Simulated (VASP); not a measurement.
Zn, 4 atoms in the cell. The cell holds a slab with vacuum, 4 atoms: a = 2.636 Å, b = 2.636 Å, c = 23.639 Å, α = 90.00°, β = 90.00°, γ = 120.00°. 

- Program: VASP 6.6.1
- Task: single point
- Functional: PBE
- Potentials or basis: VASP PAW PBE potentials, release 64 (Zn)
- Cutoff: 520 eV
- k mesh: 16 × 16 × 1
- Occupations: fermi-dirac, width 0.08 eV
- Spin: no spin polarisation
- Dipole correction: yes
- Further INCAR settings: ALGO = Normal; EDIFF = 1e-06; NBANDS = 32

Potentials or basis: VASP PAW PBE potentials, release 64 (Zn).

Command:

```bash
$ cat potpaw_PBE.64/Zn/POTCAR > POTCAR
$ mpirun -np 1 vasp_std > vasp.out
```

Hardware: 1 thread of AMD EPYC 9R45, on a shared host.

Q: How long does it take, and how much memory?

A: Run time: 5.2 min on 1 thread of AMD EPYC 9R45 (shared host), peak memory 0.27 GiB. Counts: scf iterations 21, k points 30.
